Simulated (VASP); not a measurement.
A run of VASP 6.6.1 is set up as follows.

File POSCAR:

```
AlCu
1.0
    2.9861221650      0.0000000000      0.0000000000
    0.0000000000      2.9861221650      0.0000000000
    0.0000000000      0.0000000000      2.9861221650
Al Cu
1 1
Direct
    0.0000000000      0.0000000000      0.0000000000
    0.5000000000      0.5000000000      0.5000000000
```

File INCAR.step1:

```
SYSTEM = AlCu
ALGO     = Normal         ! electronic algorithm
EDIFF    = 1E-4           ! SCF threshold, eV
ENCUT    = 520            ! plane-wave cutoff, eV
GGA      = PE             ! functional
ISMEAR   = 0              ! smearing method
LASPH    = .TRUE.         ! aspherical terms in the spheres
LCHARG   = .FALSE.        ! write CHGCAR
LREAL    = .FALSE.        ! projectors in reciprocal space
LWAVE    = .TRUE.         ! write WAVECAR
NBANDS   = 14             ! bands
NELM     = 60             ! most SCF steps
PREC     = Accurate       ! precision mode
SIGMA    = 0.1            ! smearing width, eV
```

File INCAR.step2:

```
SYSTEM = AlCu
ALGO     = Normal         ! electronic algorithm
EDIFF    = 1E-7           ! SCF threshold, eV
ENCUT    = 520            ! plane-wave cutoff, eV
ISIF     = 2              ! what is computed and relaxed
ISMEAR   = 0              ! smearing method
ISTART   = 1            
LASPH    = .TRUE.         ! aspherical terms in the spheres
LCHARG   = .FALSE.        ! write CHGCAR
LMIXTAU  = .TRUE.       
LREAL    = .FALSE.        ! projectors in reciprocal space
LWAVE    = .FALSE.        ! write WAVECAR
METAGGA  = R2SCAN         ! meta-GGA
NBANDS   = 14             ! bands
NELM     = 60             ! most SCF steps
PREC     = Accurate       ! precision mode
SIGMA    = 0.1            ! smearing width, eV
```

The input KPOINTS:

```
k-points
0
G
  14 14 14
  0 0 0
```

Potentials or basis: VASP PAW PBE potentials, release 64 (Al, Cu).

Run with:

```bash
$ cat potpaw_PBE.64/Al/POTCAR potpaw_PBE.64/Cu/POTCAR > POTCAR
$ cp INCAR.step1 INCAR
$ mpirun -np 1 vasp_std > vasp.out
$ cp INCAR.step2 INCAR
$ mpirun -np 1 vasp_std > vasp.out
```

Predict the pressure.

-3.7 GPa.

What does it give for the band gap on the k mesh?

Zero (band 7 reaches 13.29 eV, above the bottom of band 8 at 8.31 eV).

Caveat: the PAW data sets were made with another functional, which shifts forces and pressure a little.
